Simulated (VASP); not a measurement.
Write the native input for VASP 6.6.1 that does the following.

```
Task                               : single point
Functional                         : B3LYP
Potentials or basis                : VASP PAW PBE potentials, release 64 (Sb_d_GW, Ga_d)
Cutoff                             : 400 eV
k mesh                             : 4 × 4 × 4
Occupations                        : fermi-dirac, width 0.05 eV
Spin                               : no spin polarisation
Dipole correction                  : no
Grid for exact exchange (PRECFOCK) : Normal
Further INCAR settings             : ALGO = Normal; EDIFF = 1e-06; NBANDS = 21
Share of exact exchange            : 0.2
```

GaSb:

```
Sb Ga
1.0
     0.00000    3.01766    3.01766
     3.01766    0.00000    3.01766
     3.01766    3.01766    0.00000
Sb Ga
1 1
Cartesian
  4.5265 4.5265 4.5265
  0.0000 0.0000 0.0000
```

The input as run:

POSCAR

```
GaSb
1.0
    0.0000000000      3.0176570942      3.0176570942
    3.0176570942      0.0000000000      3.0176570942
    3.0176570942      3.0176570942      0.0000000000
Sb Ga
1 1
Direct
    0.7500000000      0.7500000000      0.7500000000
    0.0000000000      0.0000000000      0.0000000000
```

INCAR.step1

```
PREC = Accurate ; ENCUT = 400
EDIFF = 1E-5 ; ISMEAR = -1
SIGMA = 0.05 ; LREAL = F
LASPH = T ; NELM = 120
ALGO = Normal ; ISIF = 2
LWAVE = T ; LCHARG = F
GGA = PE ; NBANDS = 21
GGA_COMPAT = F
```

INCAR.step2

```
PREC = Accurate ; ENCUT = 400
EDIFF = 1E-6 ; ISMEAR = -1
SIGMA = 0.05 ; LREAL = F
LASPH = T ; NELM = 120
ALGO = Normal ; ISIF = 2
LWAVE = F ; LCHARG = F
GGA = B3 ; LHFCALC = T
AEXX = 0.2 ; AGGAX = 0.72
AGGAC = 0.81 ; ALDAC = 0.19
PRECFOCK = Normal ; ISTART = 1
NBANDS = 21 ; GGA_COMPAT = F
```

KPOINTS

```
Automatic mesh
0
Gamma
  4 4 4
```

Potentials or basis: VASP PAW PBE potentials, release 64 (Sb_d_GW, Ga_d).

The run is started by

```bash
$ cat potpaw_PBE.64/Sb_d_GW/POTCAR potpaw_PBE.64/Ga_d/POTCAR > POTCAR
$ cp INCAR.step1 INCAR
$ mpirun -np 1 vasp_std > vasp.out
$ cp INCAR.step2 INCAR
$ mpirun -np 1 vasp_std > vasp.out
```

It gave:

- Pressure: 5.7 GPa
- Band gap on the k mesh: 1.41 eV

Caveat: the k points lie up to 0.45 Å⁻¹ apart; the PAW data sets were made with another functional, which shifts forces and pressure a little; spin-orbit coupling is left out, which moves the levels of the heavy elements.

It took 11 min on 1 thread of Intel(R) Xeon(R) Platinum 8488C (Sapphire Rapids), on a shared host, peak memory 0.18 GiB.
